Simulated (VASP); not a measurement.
Here is a VASP 6.6.1 calculation.

POSCAR

```
CdTe
1.0
    0.0000000000      3.2799551146      3.1487569100
    3.2799551146      0.0000000000      3.1487569100
    3.2799551146      3.2799551146      0.0000000000
Cd Te
1 1
Direct
    0.0000000000      0.0000000000      0.0000000000
    0.2500000000      0.2500000000      0.2500000000
```

The input INCAR.step1:

```
SYSTEM = CdTe
  ALGO = Normal
  EDIFF = 1E-5
  ENCUT = 520
  GGA = PE
  ISIF = 2
  ISMEAR = 0
  LASPH = .TRUE.
  LCHARG = .FALSE.
  LREAL = .FALSE.
  LWAVE = .TRUE.
  NBANDS = 16
  NELM = 80
  PREC = Accurate
  SIGMA = 0.01
```

File INCAR.step2:

```
SYSTEM = CdTe
  ALGO = Normal
  EDIFF = 1E-7
  ENCUT = 520
  GGA = PE
  HFSCREEN = 0.2079
  ISIF = 2
  ISMEAR = 0
  ISTART = 1
  LASPH = .TRUE.
  LCHARG = .FALSE.
  LHFCALC = .TRUE.
  LREAL = .FALSE.
  LWAVE = .FALSE.
  NBANDS = 16
  NELM = 80
  PREC = Accurate
  PRECFOCK = Normal
  SIGMA = 0.01
```

KPOINTS

```
k-points
0
G
  4 4 4
  0 0 0
```

Potentials or basis: VASP PAW PBE potentials, release 64 (Cd, Te).

The run is started by

```bash
$ cat potpaw_PBE.64/Cd/POTCAR potpaw_PBE.64/Te/POTCAR > POTCAR
$ cp INCAR.step1 INCAR
$ mpirun -np 1 vasp_std > vasp.out
$ cp INCAR.step2 INCAR
$ mpirun -np 1 vasp_std > vasp.out
```

Predict the band gap on the k mesh.

1.49 eV, direct.

Predict the pressure.

2.0 GPa.

Stress tensor (GPa, compression positive):
```
1.79 0.00 0.00
0.00 1.79 0.00
0.00 0.00 2.42
```

Caveat: the k points lie up to 0.42 Å⁻¹ apart; the cell differs from its parent crystal (uniaxial z strain -4.0%); the PAW data sets were made with another functional, which shifts forces and pressure a little; spin-orbit coupling is left out, which moves the levels of the heavy elements.
